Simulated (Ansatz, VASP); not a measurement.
**One calculation of TiSi16, two programs**

```
Si Ti
1.0
     0.00000    5.43000    5.43000
     5.43000    0.00000    5.43000
     5.43000    5.43000    0.00000
Si Ti
16 1
Direct
  0.00417 0.00390 0.98802
  0.12887 0.12817 0.12146
  0.00403 0.00393 0.50403
  0.12496 0.12506 0.62496
  0.99597 0.50114 0.00168
  0.12886 0.62147 0.12142
  0.00402 0.48802 0.50402
  0.12874 0.62126 0.62874
  0.50177 0.99526 0.00177
  0.62178 0.12818 0.12178
  0.48802 0.00390 0.50417
  0.62146 0.12817 0.62887
  0.50176 0.50113 0.00176
  0.62533 0.62463 0.12533
  0.50168 0.50114 0.49597
  0.62142 0.62147 0.62886
  0.87517 0.87481 0.37517
```

Alike in both runs: functional PBE; k mesh 2 × 2 × 2; occupations fermi-dirac, width 0.05 eV; no spin polarisation.

Ansatz relaxed the structure, and its values are those at the end. VASP's run is a single point on that final structure, the one shown.

|  | VASP | Ansatz |
| --- | --- | --- |
| version | VASP 6.6.1 | Ansatz 0.2.0 |
| potentials or method | VASP PAW PBE potentials, release 64 (Si, Ti_sv), cutoff 520 eV | scalar-relativistic, plane waves, PAW |
| valence electrons in the cell | 76 | 76 |

|  | VASP | Ansatz | Ansatz less VASP |
| --- | --- | --- | --- |
| rms of the force components (eV/Å) | 0.008 | 0.008 | +0.0008 |

Ansatz's warnings: structure snapped to symmetry.

The k mesh is coarse, so the values compare programs but aren't converged.
